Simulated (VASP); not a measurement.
A run of VASP 6.6.1:

Contents of INCAR:

```
PREC = Accurate ; ENCUT = 520
EDIFF = 1E-8 ; ISMEAR = -1
SIGMA = 0.05 ; LREAL = F
LASPH = T ; NELM = 80
ALGO = Normal ; ISIF = 2
LWAVE = F ; LCHARG = F
GGA = PS ; LEFG = T
NBANDS = 18
```

KPOINTS

```
regular mesh
0
Gamma
  14 14 14
```

The input POSCAR:

```
CuPd
1.0
    2.9880000000     -0.0149400000     -0.0149400000
   -0.0149400000      2.9880000000     -0.0149400000
   -0.0149400000     -0.0149400000      2.9880000000
Cu Pd
1 1
Direct
    0.0000000000      0.0000000000      0.0000000000
    0.5000000000      0.5000000000      0.5000000000
```

Potentials or basis: VASP PAW PBE potentials, release 64 (Cu, Pd).

Command:

```console
$ cat potpaw_PBE.64/Cu/POTCAR potpaw_PBE.64/Pd/POTCAR > POTCAR
$ mpirun -np 1 vasp_std > vasp.out
```

Hardware: 1 thread of AMD EPYC 9R45 96-Core Processor (Zen 5), on a shared host.

Problem. Estimate the wall time of this run.

Solution. It took 82 s on 1 thread of AMD EPYC 9R45 96-Core Processor (Zen 5), with other jobs on the host, peak memory 0.23 GiB. Counts: scf iterations 16, k points 288.
